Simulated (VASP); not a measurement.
Wanted: the native input for a VASP 6.6.1 run.

* Task: single point
* Functional: PBE
* Potentials or basis: VASP PAW PBE potentials, release 64 (Cd, S)
* Cutoff: 520 eV
* k mesh: 12 × 12 × 12
* Occupations: gaussian, width 0.03 eV
* Spin: no spin polarisation
* Dipole correction: no
* Further INCAR settings: ALGO = Normal; EDIFF = 1e-06; NBANDS = 16

The structure of CdS lies in POSCAR:

```
CdS
1.0
    0.0000000000      2.4051801731      3.6077702596
    2.4051801731      0.0000000000      3.6077702596
    2.4051801731      2.4051801731      0.0000000000
Cd S
1 1
Direct
    0.0000000000      0.0000000000      0.0000000000
    0.5000000000      0.5000000000      0.5000000000
```

This cell differs from its parent crystal: ratio of the length along z to the lengths across it x 1.5, volume and fractional coordinates fixed.

One way to write it, as run:

INCAR

```
ALGO     = Normal         # electronic algorithm
EDIFF    = 1E-6           # SCF threshold, eV
ENCUT    = 520            # plane-wave cutoff, eV
GGA      = PE             # functional
ISIF     = 2              # what is computed and relaxed
ISMEAR   = 0              # smearing method
LASPH    = T              # aspherical terms in the spheres
LCHARG   = F              # write CHGCAR
LREAL    = F              # projectors in reciprocal space
LWAVE    = F              # write WAVECAR
NBANDS   = 16             # bands
NELM     = 60             # most SCF steps
PREC     = Accurate       # precision mode
SIGMA    = 0.03           # smearing width, eV
```

KPOINTS

```
k-points
0
Gamma
  12 12 12
```

Potentials or basis: VASP PAW PBE potentials, release 64 (Cd, S).

Run with:

```sh
$ cat potpaw_PBE.64/Cd/POTCAR potpaw_PBE.64/S/POTCAR > POTCAR
$ mpirun -np 1 vasp_std > vasp.out
```

Results of the run:

```
Pressure               : 21.6 GPa
Band gap on the k mesh : zero (band 9 reaches 4.19 eV, above the bottom of band 10 at 3.10 eV)
```

Run time: 36 s on 1 thread of Intel(R) Xeon(R) 6975P-C (Granite Rapids), with other jobs on the host, peak memory 0.25 GiB.
